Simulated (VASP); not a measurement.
# Sn (Fd-3m) in VASP: single point with PBEsol

Aim: the single point of Sn with PBEsol.

Everything below comes from runs of VASP 6.6.1. Logs are shortened: lines on timing, memory, paths and dates and some standing lists are left out, and cuts for length are marked.

## 1. The cell of the first run

The structure is cubic, space group Fd-3m (No. 227). The conventional cell has a = 6.541 Å, b = 6.541 Å, c = 6.541 Å, α = 90.00°, β = 90.00°, γ = 90.00°. Within 3.7 Å of Sn (site symmetry -43m) lie 4 Sn at 2.83 Å.

This isn't the form of Sn at room conditions, which is tetragonal (white tin).

## 2. Single point, PBEsol

INCAR

```
PREC = Accurate ; ENCUT = 500
EDIFF = 1E-6 ; ISMEAR = 0
SIGMA = 0.1 ; LREAL = False
LASPH = True ; NELM = 120
ALGO = Normal ; ISIF = 2
LWAVE = False ; LCHARG = False
GGA = PS ; NBANDS = 21
GGA_COMPAT = False
```

KPOINTS

```
regular mesh
0
Gamma
  6 6 6
```

POSCAR

```
Sn
1.0
    0.0000000000      3.2703348532      3.2703348532
    3.2703348532      0.0000000000      3.2703348532
    3.2703348532      3.2703348532      0.0000000000
Sn
2
Direct
    0.0000000000      0.0000000000      0.0000000000
    0.2500000000      0.2500000000      0.2500000000
```

Potentials or basis: VASP PAW PBE potentials, release 64 (Sn_d).

Started as:

```bash
cat potpaw_PBE.64/Sn_d/POTCAR > POTCAR
mpirun -np 1 vasp_std > vasp.out
```

OUTCAR:

```text
PREC = Accurate
   ENCUT = 500
   EDIFF = 1E-6
   ISMEAR = 0
   LREAL = False
   LASPH = True
   NELM = 120
   ISIF = 2
   GGA = PS

 ion  position               nearest neighbor table
   1  0.000  0.000  0.000-   2 2.83   2 2.83   2 2.83   2 2.83
   2  0.250  0.250  0.250-   1 2.83   1 2.83   1 2.83   1 2.83

  LATTYP: Found a face centered cubic cell.
 ALAT       =     6.5406697064

  Lattice vectors:

 A1 = (   0.0000000000,   3.2703348532,   3.2703348532)
 A2 = (   3.2703348532,   0.0000000000,   3.2703348532)
 A3 = (   3.2703348532,   3.2703348532,   0.0000000000)

Analysis of symmetry for initial positions (statically):
=====================================================================
 Subroutine PRICEL returns:
 Original cell was already a primitive cell.

 Routine SETGRP: Setting up the symmetry group for a
 face centered cubic supercell.

 Subroutine GETGRP returns: Found 48 space group operations
 (whereof 24 operations were pure point group operations)
 out of a pool of 48 trial point group operations.

The static configuration has the point symmetry T_d .
 The point group associated with its full space group is O_h .

Analysis of symmetry for dynamics (positions and initial velocities):
=====================================================================
 Subroutine PRICEL returns:
 Original cell was already a primitive cell.

 Routine SETGRP: Setting up the symmetry group for a
 face centered cubic supercell.

 Subroutine GETGRP returns: Found 48 space group operations
 (whereof 24 operations were pure point group operations)
 out of a pool of 48 trial point group operations.

The dynamic configuration has the point symmetry T_d .
 The point group associated with its full space group is O_h .

 Subroutine INISYM returns: Found 48 space group operations
 (whereof 24 operations are pure point group operations),
 and found     1 'primitive' translations

----------------------------------------------------------------------------------------

                                     Primitive cell

  volume of cell :      69.9531

  direct lattice vectors                    reciprocal lattice vectors
     0.000000000  3.270334853  3.270334853    -0.152889543  0.152889543  0.152889543
     3.270334853  0.000000000  3.270334853     0.152889543 -0.152889543  0.152889543
     3.270334853  3.270334853  0.000000000     0.152889543  0.152889543 -0.152889543

  length of vectors
     4.624951903  4.624951903  4.624951903     0.264812456  0.264812456  0.264812456
[... 62 lines left out ...]
 SYSTEM =  unknown system
   PREC   = accura    normal or accurate (medium, high low for compatibility)
   ISTART =      0    job   : 0-new  1-cont  2-samecut
   ICHARG =      2    charge: 1-file 2-atom 10-const
   ISPIN  =      1    spin polarized calculation?
   LNONCOLLINEAR =      F non collinear calculations
   LSORBIT =      F    spin-orbit coupling
   LASPH  =      T    aspherical Exc in radial PAW
   ENCUT  =  500.0 eV  36.75 Ry    6.06 a.u.   8.43  8.43  8.43*2*pi/ulx,y,z
   NELM   =    120;   NELMIN=  2; NELMDL= -5     # of ELM steps
   EDIFF  = 0.1E-05   stopping-criterion for ELM
   LREAL  =      F    real-space projection
[... 7 lines left out ...]
   TEBEG  =    0.0;   TEEND  =   0.0 temperature during run
   PSTRESS=    0.0 pullay stress
   NELECT =      28.0000    total number of electrons
   NUPDOWN=      -1.0000    fix difference up-down
   EMIN   =  10.00;   EMAX   =-10.00  energy-range for DOS
   EFERMI =   0.00;   METHOD = LEGACY
   ISMEAR =     0;   SIGMA  =   0.10  broadening in eV -4-tet -1-fermi 0-gaus
   EFERMI_NEDOS =   21; number of points for ismear=-14 and -15
   IALGO  =     38    algorithm
   IMIX   =      4    mixing-type and parameters
     AMIX     =   0.40;   BMIX     =  1.00
     AMIX_MAG =   1.60;   BMIX_MAG =  1.00
  volume/ion in A,a.u.               =      34.98       236.03
  Fermi-wavevector in a.u.,A,eV,Ry     =   1.206494  2.279944 19.805029  1.455629
  Thomas-Fermi vector in A             =   2.342160
   LORBIT       =      0    0 simple, 1 ext, 2 COOP (PROOUT), +10 PAW based schemes
   GGA     = PS    functional components
   LHFCALC =     F    Hartree Fock is set to
   AEXX    =    0.0000 exact exchange contribution
   IVDW    =     0    specifies the selected vdW correction
   LEPSILON=     F    determine dielectric tensor
   LRPA    =     F    only Hartree local field effects (RPA)
 non-spin polarized calculation
 Gauss-broadening in eV      SIGMA  =   0.10
  energy-cutoff  :      500.00
  volume of cell :       69.95
 maximum number of plane-waves:      1807
 NGX is ok and might be reduce to    36
   NGX = 17   NGY = 17   NGZ = 17

 number of electron      27.9999986 magnetization

 Free energy of the ion-electron system (eV)
  ---------------------------------------------------
  ext. energy  EPLUGINS =         0.00000000
  ---------------------------------------------------
  free energy    TOTEN  =        -8.43097914 eV

  energy without entropy =       -8.42980197  energy(sigma->0) =       -8.43039056

 E-fermi :   5.1398     XC(G=0):  -8.9579

 val. band max:        4.9071109789   @ k =   0.1667   0.0000   0.0000
 cond. band min:       5.1421522006   @ k =   0.5000   0.0000   0.0000
 fundamental gap:      0.2350412217
 Fermi energy:         5.1397770913

 k-point     1 :       0.0000    0.0000    0.0000
  band No.  band energies     occupation
      1     -16.3010      2.00000
      2     -16.3010      2.00000
      3     -16.3010      2.00000
      4     -16.2440      2.00000
      5     -16.2440      2.00000
      6     -15.9511      2.00000
[... 373 lines left out ...]
     20      14.1252      0.00000
     21      15.3433      0.00000

------------------------ aborting loop because EDIFF is reached ----------------------------------------

  FORCE on cell =-STRESS in cart. coord.  units (eV):
  Direction    XX          YY          ZZ          XY          YZ          ZX
  --------------------------------------------------------------------------------------
  -------------------------------------------------------------------------------------
  Total       -0.0105163     -0.0105163     -0.0105163     -0.0000000      0.0000000     -0.0000000
  in kB       -0.2408604     -0.2408604     -0.2408604     -0.0000000      0.0000000     -0.0000000
  external PRESSURE =      -0.2408604 kB  Pullay stress =       0.0000000 kB

 VOLUME and BASIS-vectors are now :
 -----------------------------------------------------------------------------
  energy-cutoff  :      500.00
  volume of cell :       69.95
      direct lattice vectors                 reciprocal lattice vectors
     0.000000000  3.270334853  3.270334853    -0.152889543  0.152889543  0.152889543
     3.270334853  0.000000000  3.270334853     0.152889543 -0.152889543  0.152889543
     3.270334853  3.270334853  0.000000000     0.152889543  0.152889543 -0.152889543

 POSITION                                       TOTAL-FORCE (eV/Angst)
 -----------------------------------------------------------------------------------
      0.00000      0.00000      0.00000        -0.000000     -0.000000     -0.000000
      1.63517      1.63517      1.63517         0.000000      0.000000      0.000000
 -----------------------------------------------------------------------------------
    total drift:                                0.000000      0.000000      0.000000

  FREE ENERGIE OF THE ION-ELECTRON SYSTEM (eV)
  ---------------------------------------------------
  free  energy   TOTEN  =        -8.4309791419 eV

  energy  without entropy=       -8.4298019731  energy(sigma->0) =       -8.43039056
```

stdout:

```text
POSCAR found type information on POSCAR Sn
 POSCAR found :  1 types and       2 ions
 scaLAPACK will be used
 -----------------------------------------------------------------------------
|                                                                             |
|                                                                             |
|     You enforced a specific xc type in the INCAR file but a different       |
|     I HOPE YOU KNOW WHAT YOU ARE DOING!                                     |
|                                                                             |
 -----------------------------------------------------------------------------

 LDA part: xc-table for (Slater+PW92), standard interpolation
 POSCAR, INCAR and KPOINTS ok, starting setup
 FFT: planning ... GRIDC
 FFT: planning ... GRID_SOFT
 FFT: planning ... GRID
 WAVECAR not read
 entering main loop
```

It took 27 s on 1 thread of Intel Xeon Platinum 8488C (Sapphire Rapids), shared host; peak memory 0.2 GiB.

Results:

```yaml
Free_energy: -8.4310 eV
Pressure: 0.0 GPa
Band_gap_on_the_k_mesh: zero (bands 14 and 15 overlap by 0.19 eV)
```

Caveat: the PAW data sets were made with another functional, which shifts forces and pressure a little; spin-orbit coupling is left out, which moves the levels of the heavy elements.
